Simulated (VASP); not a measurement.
A run of VASP 6.6.1:

File INCAR:

```
  ALGO = Normal
  EDIFF = 1E-6
  EDIFFG = -0.005
  ENCUT = 600
  IBRION = 2
  ISIF = 3
  ISMEAR = -1
  LASPH = T
  LCHARG = F
  LREAL = F
  LWAVE = F
  NELM = 60
  NSW = 45
  PREC = Accurate
  SIGMA = 0.05
```

File KPOINTS:

```
k-points
0
Gamma
  16 16 9
```

POSCAR

```
Ta
1.0
    2.8387240916      0.0000000000      0.0000000000
   -1.4193620458      2.4584071777      0.0000000000
    0.0000000000      0.0000000000      5.0626929886
Ta
2
Direct
    0.3333333333      0.6666666667      0.2500000000
    0.6666666667      0.3333333333      0.7500000000
```

Potentials or basis: VASP PAW LDA potentials, release 64 (Ta_pv).

The run is started by

```sh
$ cat potpaw_LDA.64/Ta_pv/POTCAR > POTCAR
$ mpirun -np 1 vasp_std > vasp.out
```

Hardware: 1 thread of AMD EPYC 7R13, with other jobs on the host.

How long does it take, and how much memory?

It took 5.5 min on 1 thread of AMD EPYC 7R13, with other jobs on the host, peak memory 0.18 GiB. Counts: scf iterations 27, k points 150, ion steps 5.
